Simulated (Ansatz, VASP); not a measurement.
**MgO in VASP and in Ansatz**

```xyz
2
Lattice="0.0000 2.1245 2.1245 2.1245 0.0000 2.1245 2.1245 2.1245 0.0000" Properties=species:S:1:pos:R:3 pbc="T T T"
Mg    0.0000    0.0000    0.0000
O     2.1245    2.1245    2.1245
```

Alike in both runs: task relaxation of cell and atoms; functional r2SCAN; k mesh 12 × 12 × 12; occupations gaussian, width 0.02 eV; no spin polarisation.

|  | VASP | Ansatz |
| --- | --- | --- |
| version | VASP 6.6.1 | Ansatz 0.2.0 |
| potentials or method | VASP PAW PBE potentials, release 64 (Mg, O), cutoff 600 eV | scalar-relativistic, plane waves, PAW |
| valence electrons in the cell | 8 | 16 |

|  | VASP | Ansatz | Ansatz less VASP |
| --- | --- | --- | --- |
| gap on the k mesh at the Fermi level, each at its own relaxed structure (eV) | 5.75 | 5.68 | -0.073 |
| relaxed volume (Å³/atom) | 9.21 | 9.31 | +0.099 |
| relaxed cell length with the largest relative difference (Å) | 2.965 | 2.975 | +0.0106 |

VASP's potentials were made for PBE, not for r2SCAN. VASP's potentials hold 8 valence electrons a cell and Ansatz's 16, so a difference there can come from the potentials and not from the codes.
